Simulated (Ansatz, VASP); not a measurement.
Al3Ni2: VASP beside Ansatz

```xyz
5
Lattice="4.0832 0.0000 0.0000 -2.0416 3.5362 0.0000 0.0000 0.0000 4.9567" Properties=species:S:1:pos:R:3 pbc="T T T"
Al    0.0000    0.0000    0.0000
Al    0.0000    2.3574    3.2174
Al    2.0416    1.1787    1.7392
Ni    0.0000    2.3574    0.7171
Ni    2.0416    1.1787    4.2396
```

Change from the starting cell: equal strain along all axes, cell held, atoms relaxed: +2.0 %.

Alike in both runs: functional PBEsol; k mesh 12 × 12 × 8; occupations gaussian, width 0.1 eV; no spin polarisation.

Ansatz relaxed the structure, and its values are those at the end. VASP's run is a single point on that final structure, the one shown.

|  | VASP | Ansatz |
| --- | --- | --- |
| version | VASP 6.6.1 | Ansatz 0.2.0 |
| potentials or method | VASP PAW PBE potentials, release 64 (Al, Ni), cutoff 520 eV | scalar-relativistic, plane waves, PAW |
| valence electrons in the cell | 29 | 45 |

|  | VASP | Ansatz | Ansatz less VASP |
| --- | --- | --- | --- |
| gap on the k mesh at the Fermi level (eV) | none | none | - |
| pressure (GPa) | -7.2 | -7.5 | -0.26 |
| rms of the force components (eV/Å) | 0.004 | 0.000 | -0.0038 |

VASP's potentials were made for PBE, not for PBEsol. A gap of «none» marks a metal or a gap that the smearing closes. The functional is the same, so the differences come from potentials, cutoffs and numerics. VASP's potentials hold 29 valence electrons a cell and Ansatz's 45, so a difference there can come from the potentials and not from the codes. Ansatz's warnings: stress scf threshold loose.
